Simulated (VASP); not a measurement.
A run of VASP 6.6.1 is set up as follows.

Contents of INCAR:

```
ALGO = Normal ; EDIFF = 1E-7
ENCUT = 520 ; GGA = PE
ISIF = 2 ; ISMEAR = 0
LASPH = True ; LCHARG = False
LREAL = False ; LWAVE = False
NBANDS = 28 ; NELM = 100
PREC = Accurate ; SIGMA = 0.1
```

File KPOINTS:

```
k-points
0
Gamma
  8 8 8
```

File POSCAR:

```
Sc3AlP
1.0
    5.0072643587      0.0000000000      0.0000000000
    0.0000000000      5.0072643587      0.0000000000
    0.0000000000      0.0000000000      5.0072643587
Sc Al P
3 1 1
Direct
    0.0000000000      0.5000000000      0.0000000000
    0.5000000000      0.0000000000      0.0000000000
    0.0000000000      0.0000000000      0.5000000000
    0.0000000000      0.0000000000      0.0000000000
    0.5000000000      0.5000000000      0.5000000000
```

Potentials or basis: VASP PAW PBE potentials, release 64 (Sc_sv, Al, P).

Run with:

```console
$ cat potpaw_PBE.64/Sc_sv/POTCAR potpaw_PBE.64/Al/POTCAR potpaw_PBE.64/P/POTCAR > POTCAR
$ mpirun -np 1 vasp_std > vasp.out
```

(1) Predict the pressure.

(2) Estimate the band gap on the k mesh.

## Answers

(1) 0.1 GPa.

(2) zero (an odd number of electrons rules out a gap without spin polarisation).
